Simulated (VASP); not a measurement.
# InSb (Pmmn) in VASP: further runs

The runs below take InSb through single point, with PBE.

Everything below comes from runs of VASP 6.6.1. Logs are shortened: lines on timing, memory, paths and dates and some standing lists are left out, and cuts for length are marked.

## (1) The cell of the first run

The structure is orthorhombic, space group Pmmn (No. 59). Conventional cell: a = 5.250 Å, b = 5.598 Å, c = 3.063 Å, α = 90.00°, β = 90.00°, γ = 90.00°. In (site symmetry mm2) has 4 Sb at 2.67 to 2.84 Å and 2 In at 3.06 Å within 3.5 Å. Within 3.5 Å of Sb (site symmetry mm2) lie 4 In at 2.67 to 2.84 Å and 2 Sb at 3.06 Å.

## (2) Single point, PBE (equal xx and yy strain of -2 %)

The input, INCAR:

```
PREC     = Accurate       # precision mode
ENCUT    = 520            # plane-wave cutoff, eV
EDIFF    = 1E-7           # SCF threshold, eV
ISMEAR   = -1             # smearing method
SIGMA    = 0.08           # smearing width, eV
LREAL    = F              # projectors in reciprocal space
LASPH    = T              # aspherical terms in the spheres
NELM     = 80             # most SCF steps
ALGO     = Normal         # electronic algorithm
ISIF     = 2              # what is computed and relaxed
LWAVE    = F              # write WAVECAR
LCHARG   = T              # write CHGCAR
GGA      = PE             # functional
LELF     = T              # ELF
LVHAR    = T            
NBANDS   = 26             # bands
```

The input, KPOINTS:

```
Automatic mesh
0
Gamma
  6 6 11
```

The input, POSCAR:

```
InSb
1.0
    5.2498600000      0.0000000000      0.0000000000
    0.0000000000      5.5977600000      0.0000000000
    0.0000000000      0.0000000000      3.0630000000
In Sb
2 2
Direct
    0.0000000000      0.0000000000      0.0000000000
    0.5000000000      0.5000000000      0.0000000000
    0.5000000000      0.0000000000      0.8350000000
    0.0000000000      0.5000000000      0.1650000000
```

Potentials or basis: VASP PAW PBE potentials, release 64 (In_d, Sb).

On the command line:

```bash
$ cat potpaw_PBE.64/In_d/POTCAR potpaw_PBE.64/Sb/POTCAR > POTCAR
$ mpirun -np 1 vasp_std > vasp.out
```

OUTCAR:

```text
PREC = Accurate
   ENCUT = 520
   EDIFF = 1E-7
   ISMEAR = -1
   LREAL = F
   LASPH = T
   NELM = 80
   ISIF = 2
   GGA = PE

 ion  position               nearest neighbor table
   1  0.000  0.000  0.000-   3 2.67   3 2.67   4 2.84   4 2.84   3 3.66   3 3.66   4 3.79   4 3.79
                             2 3.84   2 3.84   2 3.84   2 3.84
   2  0.500  0.500  0.000-   4 2.67   4 2.67   3 2.84   3 2.84   4 3.66   4 3.66   3 3.79   3 3.79
                             1 3.84   1 3.84   1 3.84   1 3.84
   3  0.500  0.000  0.835-   1 2.67   1 2.67   2 2.84   2 2.84   1 3.66   1 3.66   2 3.79   2 3.79

   4  0.000  0.500  0.165-   2 2.67   2 2.67   1 2.84   1 2.84   2 3.66   2 3.66   1 3.79   1 3.79

  LATTYP: Found a simple orthorhombic cell.
 ALAT       =     3.0630000000
 B/A-ratio  =     1.7139601698
 C/A-ratio  =     1.8275416259

  Lattice vectors:

 A1 = (   0.0000000000,   0.0000000000,   3.0630000000)
 A2 = (   5.2498600000,   0.0000000000,   0.0000000000)
 A3 = (   0.0000000000,   5.5977600000,   0.0000000000)

Analysis of symmetry for initial positions (statically):
=====================================================================
 Subroutine PRICEL returns:
 Original cell was already a primitive cell.

 Routine SETGRP: Setting up the symmetry group for a
 simple orthorhombic supercell.

 Subroutine GETGRP returns: Found  8 space group operations
 (whereof  4 operations were pure point group operations)
 out of a pool of  8 trial point group operations.

The static configuration has the point symmetry C_2v.
 The point group associated with its full space group is D_2h.

Analysis of symmetry for dynamics (positions and initial velocities):
=====================================================================
 Subroutine PRICEL returns:
 Original cell was already a primitive cell.

 Routine SETGRP: Setting up the symmetry group for a
 simple orthorhombic supercell.

 Subroutine GETGRP returns: Found  8 space group operations
 (whereof  4 operations were pure point group operations)
 out of a pool of  8 trial point group operations.

The dynamic configuration has the point symmetry C_2v.
 The point group associated with its full space group is D_2h.

 Subroutine INISYM returns: Found  8 space group operations
 (whereof  4 operations are pure point group operations),
 and found     1 'primitive' translations

----------------------------------------------------------------------------------------

                                     Primitive cell

  volume of cell :      90.0138

  direct lattice vectors                    reciprocal lattice vectors
     5.249860000  0.000000000  0.000000000     0.190481270  0.000000000  0.000000000
     0.000000000  5.597760000  0.000000000     0.000000000  0.178642886  0.000000000
     0.000000000  0.000000000  3.063000000     0.000000000  0.000000000  0.326477310

  length of vectors
     5.249860000  5.597760000  3.063000000     0.190481270  0.178642886  0.326477310

  position of ions in fractional coordinates (direct lattice)
     0.000000000  0.000000000  0.000000000
     0.500000000  0.500000000  0.000000000
     0.500000000  0.000000000  0.835000000
     0.000000000  0.500000000  0.165000000

  ion indices of the primitive-cell ions
   primitive index   ion index
                 1           1
                 2           2
                 3           3
                 4           4

----------------------------------------------------------------------------------------

 KPOINTS: Automatic mesh

Automatic generation of k-mesh.
 Grid dimensions read from file:
 generate k-points for:    6    6   11

 Generating k-lattice:

  Cartesian coordinates                     Fractional coordinates (reciprocal lattice)
     0.031746878  0.000000000  0.000000000     0.166666667  0.000000000  0.000000000
     0.000000000  0.029773814  0.000000000     0.000000000  0.166666667  0.000000000
     0.000000000  0.000000000  0.029679755     0.000000000  0.000000000  0.090909091

  Length of vectors
     0.031746878  0.029773814  0.029679755

  Shift w.r.t. Gamma in fractional coordinates (k-lattice)
     0.000000000  0.000000000  0.000000000

 Subroutine IBZKPT returns following result:
 ===========================================

 Found     96 irreducible k-points:

 Following reciprocal coordinates:
            Coordinates               Weight
  0.000000  0.000000  0.000000      1.000000
  0.166667  0.000000  0.000000      2.000000
  0.333333  0.000000  0.000000      2.000000
  0.500000  0.000000  0.000000      1.000000
  0.000000  0.166667  0.000000      2.000000
  0.166667  0.166667  0.000000      4.000000
[... 16 lines left out ...]
  0.333333  0.166667  0.090909      8.000000
  0.500000  0.166667  0.090909      4.000000
 [... further k-points ...]
   k-points           NKPTS =     96   k-points in BZ     NKDIM =     96   number of bands    NBANDS=     26
   number of dos      NEDOS =    301   number of ions     NIONS =      4
   total plane-waves  NPLWV =  40320
   dimension x,y,z NGX =    40 NGY =   42 NGZ =   24
   dimension x,y,z NGXF=    80 NGYF=   84 NGZF=   48
   ions per type =               2   2
   NGX,Y,Z   is equivalent  to a cutoff of  12.67, 12.47, 13.03 a.u.
   NGXF,Y,Z  is equivalent  to a cutoff of  25.33, 24.95, 26.05 a.u.
 SYSTEM =  unknown system
   PREC   = accura    normal or accurate (medium, high low for compatibility)
   ISTART =      0    job   : 0-new  1-cont  2-samecut
   ICHARG =      2    charge: 1-file 2-atom 10-const
   ISPIN  =      1    spin polarized calculation?
   LNONCOLLINEAR =      F non collinear calculations
   LSORBIT =      F    spin-orbit coupling
   LASPH  =      T    aspherical Exc in radial PAW
   ENCUT  =  520.0 eV  38.22 Ry    6.18 a.u.   9.76 10.41  5.70*2*pi/ulx,y,z
   NELM   =     80;   NELMIN=  2; NELMDL= -5     # of ELM steps
   EDIFF  = 0.1E-06   stopping-criterion for ELM
   LREAL  =      F    real-space projection
   EDIFFG = 0.1E-05   stopping-criterion for IOM
   NSW    =      0    number of steps for IOM
   IBRION =     -1    ionic relax: 0-MD 1-quasi-New 2-CG
   NFREE  =      0    steps in history (QN), initial steepest desc. (CG)
   ISIF   =      2    stress and relaxation
   ISYM   =      2    0-nonsym 1-usesym 2-fastsym
   POTIM  = 0.5000    time-step for ionic-motion
   TEBEG  =    0.0;   TEEND  =   0.0 temperature during run
   PSTRESS=    0.0 pullay stress
   NELECT =      36.0000    total number of electrons
   NUPDOWN=      -1.0000    fix difference up-down
   EMIN   =  10.00;   EMAX   =-10.00  energy-range for DOS
   EFERMI =   0.00;   METHOD = LEGACY
   ISMEAR =    -1;   SIGMA  =   0.08  broadening in eV -4-tet -1-fermi 0-gaus
   EFERMI_NEDOS =   21; number of points for ismear=-14 and -15
   IALGO  =     38    algorithm
   IMIX   =      4    mixing-type and parameters
     AMIX     =   0.40;   BMIX     =  1.00
     AMIX_MAG =   1.60;   BMIX_MAG =  1.00
  volume/ion in A,a.u.               =      22.50       151.86
  Fermi-wavevector in a.u.,A,eV,Ry     =   1.206163  2.279318 19.794153  1.454829
  Thomas-Fermi vector in A             =   2.341838
   LORBIT       =      0    0 simple, 1 ext, 2 COOP (PROOUT), +10 PAW based schemes
   GGA     = PE    functional components
   LHFCALC =     F    Hartree Fock is set to
   AEXX    =    0.0000 exact exchange contribution
   IVDW    =     0    specifies the selected vdW correction
   LEPSILON=     F    determine dielectric tensor
   LRPA    =     F    only Hartree local field effects (RPA)
 non-spin polarized calculation
  energy-cutoff  :      520.00
  volume of cell :       90.01
 maximum number of plane-waves:      2458
 NGX is ok and might be reduce to    40
   NGX = 19   NGY = 21   NGZ = 11

 number of electron      36.0000010 magnetization

 Free energy of the ion-electron system (eV)
  ---------------------------------------------------
  ext. energy  EPLUGINS =         0.00000000
  ---------------------------------------------------
  free energy    TOTEN  =       -11.53911671 eV

  energy without entropy =      -11.50402846  energy(sigma->0) =      -11.52157258

 E-fermi :  10.1559     XC(G=0): -10.9060

 val. band max:       10.0997840261   @ k =   0.1667   0.3333   0.1818
 cond. band min:      10.1690563699   @ k =   0.1667   0.3333   0.4545
 fundamental gap:      0.0692723438
 Fermi energy:        10.1558975753

 k-point     1 :       0.0000    0.0000    0.0000
  band No.  band energies     occupation
      1      -5.3639      2.00000
      2      -5.2904      2.00000
      3      -5.1230      2.00000
      4      -4.9512      2.00000
      5      -4.9205      2.00000
      6      -4.7584      2.00000
[... 18 lines left out ...]
     25      19.3096      0.00000
     26      19.6814      0.00000

 k-point     2 :       0.1667    0.0000    0.0000
  band No.  band energies     occupation
      1      -5.3245      2.00000
      2      -5.2699      2.00000
      3      -5.1277      2.00000
      4      -4.9422      2.00000
      5      -4.9335      2.00000
      6      -4.7758      2.00000
[... 18 lines left out ...]
     25      19.1634      0.00000
     26      19.4782      0.00000

 k-point     3 :       0.3333    0.0000    0.0000
  band No.  band energies     occupation
      1      -5.2257      2.00000
      2      -5.2254      2.00000
      3      -5.1391      2.00000
      4      -4.9845      2.00000
      5      -4.9150      2.00000
      6      -4.8195      2.00000
[... 18 lines left out ...]
     25      18.1147      0.00000
     26      18.3278      0.00000

 k-point     4 :       0.5000    0.0000    0.0000
  band No.  band energies     occupation
      1      -5.1865      2.00000
      2      -5.1865      2.00000
      3      -5.0815      2.00000
      4      -5.0815      2.00000
      5      -4.8714      2.00000
      6      -4.8714      2.00000
[... 18 lines left out ...]
     25      17.4288      0.00000
     26      17.4288      0.00000

 k-point     5 :       0.0000    0.1667    0.0000
  band No.  band energies     occupation
      1      -5.3390      2.00000
      2      -5.2796      2.00000
      3      -5.1236      2.00000
      4      -4.9407      2.00000
      5      -4.9403      2.00000
      6      -4.7737      2.00000
[... 18 lines left out ...]
     25      19.4889      0.00000
     26      19.6994      0.00000

 k-point     6 :       0.1667    0.1667    0.0000
  band No.  band energies     occupation
      1      -5.3017      2.00000
      2      -5.2610      2.00000
      3      -5.1275      2.00000
      4      -4.9501      2.00000
      5      -4.9318      2.00000
      6      -4.7889      2.00000
[... 427 lines left out ...]
 k-point    21 :       0.0000    0.1667    0.0909
  band No.  band energies     occupation
      1      -5.3241      2.00000
      2      -5.2438      2.00000
      3      -5.0799      2.00000
      4      -4.9368      2.00000
      5      -4.9342      2.00000
      6      -4.7726      2.00000
[... 18 lines left out ...]
     25      18.8134      0.00000
     26      19.8182      0.00000

 k-point    22 :       0.1667    0.1667    0.0909
  band No.  band energies     occupation
      1      -5.2876      2.00000
      2      -5.2244      2.00000
      3      -5.0847      2.00000
      4      -4.9449      2.00000
      5      -4.9278      2.00000
      6      -4.7869      2.00000
[... 18 lines left out ...]
     25      17.9983      0.00000
     26      18.8498      0.00000

 k-point    23 :       0.3333    0.1667    0.0909
  band No.  band energies     occupation
      1      -5.1981      2.00000
      2      -5.1824      2.00000
      3      -5.0961      2.00000
      4      -4.9835      2.00000
      5      -4.9049      2.00000
      6      -4.8240      2.00000
[... 18 lines left out ...]
     25      17.1399      0.00000
     26      17.8820      0.00000

 k-point    24 :       0.5000    0.1667    0.0909
  band No.  band energies     occupation
      1      -5.1496      2.00000
      2      -5.1496      2.00000
      3      -5.0607      2.00000
      4      -5.0607      2.00000
      5      -4.8679      2.00000
      6      -4.8679      2.00000
[... 18 lines left out ...]
     25      17.2556      0.00000
     26      17.2556      0.00000

 [... further k-points ...]

------------------------ aborting loop because EDIFF is reached ----------------------------------------

  FORCE on cell =-STRESS in cart. coord.  units (eV):
  Direction    XX          YY          ZZ          XY          YZ          ZX
  --------------------------------------------------------------------------------------
  -------------------------------------------------------------------------------------
  Total       21.9639181     11.4007014      6.6314406      0.0000000      0.0000000      0.0000000
  in kB      390.9411667    202.9238813    118.0346383      0.0000000      0.0000000      0.0000000
  external PRESSURE =     237.2998954 kB  Pullay stress =       0.0000000 kB

 VOLUME and BASIS-vectors are now :
 -----------------------------------------------------------------------------
  energy-cutoff  :      520.00
  volume of cell :       90.01
      direct lattice vectors                 reciprocal lattice vectors
     5.249860000  0.000000000  0.000000000     0.190481270  0.000000000  0.000000000
     0.000000000  5.597760000  0.000000000     0.000000000  0.178642886  0.000000000
     0.000000000  0.000000000  3.063000000     0.000000000  0.000000000  0.326477310

 POSITION                                       TOTAL-FORCE (eV/Angst)
 -----------------------------------------------------------------------------------
      0.00000      0.00000      0.00000         0.000000      0.000000      0.342143
      2.62493      2.79888      0.00000         0.000000      0.000000     -0.342143
      2.62493      0.00000      2.55761         0.000000      0.000000     -0.997880
      0.00000      2.79888      0.50539         0.000000      0.000000      0.997880
 -----------------------------------------------------------------------------------
    total drift:                               -0.000000      0.000000     -0.000000

  FREE ENERGIE OF THE ION-ELECTRON SYSTEM (eV)
  ---------------------------------------------------
  free  energy   TOTEN  =       -11.5391167109 eV

  energy  without entropy=      -11.5040284562  energy(sigma->0) =      -11.52157258
```

It took 80 s on 1 thread of Intel Xeon 6975P-C (Granite Rapids), shared host; peak memory 0.33 GiB.

What came out:

```yaml
Free_energy: -11.5391 eV
Pressure: 23.7 GPa
Largest_force: 0.998 eV/Å
Band_gap_on_the_k_mesh: zero (bands 18 and 19 overlap by 3.69 eV)
```

Forces on the atoms (eV/Å):
```
In   0.000  0.000  0.342
In   0.000  0.000 -0.342
Sb   0.000  0.000 -0.998
Sb   0.000  0.000  0.998
```

Caveat: the cell differs from its parent crystal (equal xx and yy strain of -2 %); the stress differs along the axes, from 12 to 39 GPa; spin-orbit coupling is left out, which moves the levels of the heavy elements.

## (3) Single point, PBE (equal xx and yy strain of +1 %)

The input, INCAR:

```
SYSTEM = InSb
ALGO     = Normal         ! electronic algorithm
EDIFF    = 1E-6           ! SCF threshold, eV
ENCUT    = 520            ! plane-wave cutoff, eV
GGA      = PE             ! functional
ISIF     = 2              ! what is computed and relaxed
ISMEAR   = -1             ! smearing method
LASPH    = .True.         ! aspherical terms in the spheres
LCHARG   = .False.        ! write CHGCAR
LREAL    = .False.        ! projectors in reciprocal space
LWAVE    = .False.        ! write WAVECAR
NBANDS   = 26             ! bands
NELM     = 80             ! most SCF steps
PREC     = Accurate       ! precision mode
SIGMA    = 0.08           ! smearing width, eV
```

The input, KPOINTS:

```
k-points
0
Gamma
  6 6 11
  0 0 0
```

Changes to POSCAR since step 2:

```diff
@@ -2,4 +2,4 @@
 1.0
-    5.2498600000      0.0000000000      0.0000000000
-    0.0000000000      5.5977600000      0.0000000000
+    5.4105700000      0.0000000000      0.0000000000
+    0.0000000000      5.7691200000      0.0000000000
     0.0000000000      0.0000000000      3.0630000000
```

Potentials or basis: VASP PAW PBE potentials, release 64 (In_d, Sb).

On the command line:

```bash
$ cat potpaw_PBE.64/In_d/POTCAR potpaw_PBE.64/Sb/POTCAR > POTCAR
$ mpirun -np 1 vasp_std > vasp.out
```

It took 75 s on 1 thread of Intel Xeon 6975P-C (Granite Rapids), shared host; peak memory 0.35 GiB.

The run converged. Its results:

* Free energy: -12.3837 eV
* Pressure: 15.3 GPa
* Largest force: 0.658 eV/Å
* Band gap on the k mesh: zero (bands 18 and 19 overlap by 3.15 eV)

Forces in eV/Å, atoms in the order of the input:
```
In   0.000  0.000  0.242
In   0.000  0.000 -0.242
Sb   0.000  0.000 -0.658
Sb   0.000  0.000  0.658
```

Stress tensor (GPa, compression positive):
```
25.93  0.00  0.00
 0.00 12.11  0.00
 0.00  0.00  7.90
```

Levels at points of the mesh, in eV from the Fermi level:
```
           k point  band 14  band 15  band 16  band 17  band 18  band 19  band 20  band 21  band 22  band 23
(0.00, 0.00, 0.00)    -5.74    -5.67    -2.95    -2.80    -2.21     3.03     4.40     4.44     6.13     7.41
(0.50, 0.00, 0.00)    -6.75    -4.39    -4.39     0.90     0.90     4.18     4.18     4.70     4.70     6.47
(0.00, 0.50, 0.00)    -5.91    -4.58    -4.58    -0.43    -0.43     3.70     3.70     4.60     4.60     6.32
(0.50, 0.50, 0.00)    -8.48    -0.50    -0.50     1.25     1.25     2.32     2.32     2.58     2.58     4.73
```

Caveat: the cell differs from its parent crystal (equal xx and yy strain of +1 %); the stress differs along the axes, from 8 to 26 GPa; spin-orbit coupling is left out, which moves the levels of the heavy elements.

[end of part 1 of 2]

The gap in the log of VASP goes by the Fermi energy; the results here count the filled bands.